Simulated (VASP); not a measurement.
Os: single point with r2SCAN

Crystal: Os.

```
Os
1.0
     2.70726    0.00000    0.00000
    -1.35363    2.34455    0.00000
     0.00000    0.00000    4.28322
Os
2
Direct
  0.33333 0.66667 0.25000
  0.66667 0.33333 0.75000
```

| Quantity | Value |
| --- | --- |
| Program | VASP 6.6.1 |
| Task | single point |
| Functional | r2SCAN |
| Potentials or basis | VASP PAW PBE potentials, release 64 (Os) |
| Cutoff | 520 eV |
| k mesh | 18 × 18 × 10 |
| Occupations | gaussian, width 0.1 eV |
| Spin | no spin polarisation |
| Dipole correction | no |
| Further INCAR settings | ALGO = Normal; EDIFF = 1e-06; NBANDS = 15 |

```json
{"Pressure": "15.4 GPa", "Band gap on the k mesh": "zero (bands 8 and 9 overlap by 4.29 eV)"}
```

Levels at points of the mesh, in eV from the Fermi level:
```csv
k point,band 6,band 7,band 8,band 9,band 10,band 11
"(0.00, 0.00, 0.00)",-2.41,-2.41,-1.69,-1.69,0.00,1.83
"(0.50, 0.00, 0.00)",-2.82,-2.04,2.23,2.83,2.94,4.80
"(0.00, 0.00, 0.50)",-3.52,-3.52,-3.52,0.97,0.97,0.97
"(0.50, 0.00, 0.50)",-1.31,-0.18,-0.18,2.59,2.59,3.57
```

Wall time 4.7 min on 1 thread of Oxide Virtual Turin-like Processor, with other jobs on the host, peak memory 0.17 GiB.

Caveat: the cell stands under pressure; the PAW data sets were made with another functional, which shifts forces and pressure a little; spin-orbit coupling is left out, which moves the levels of the heavy elements.
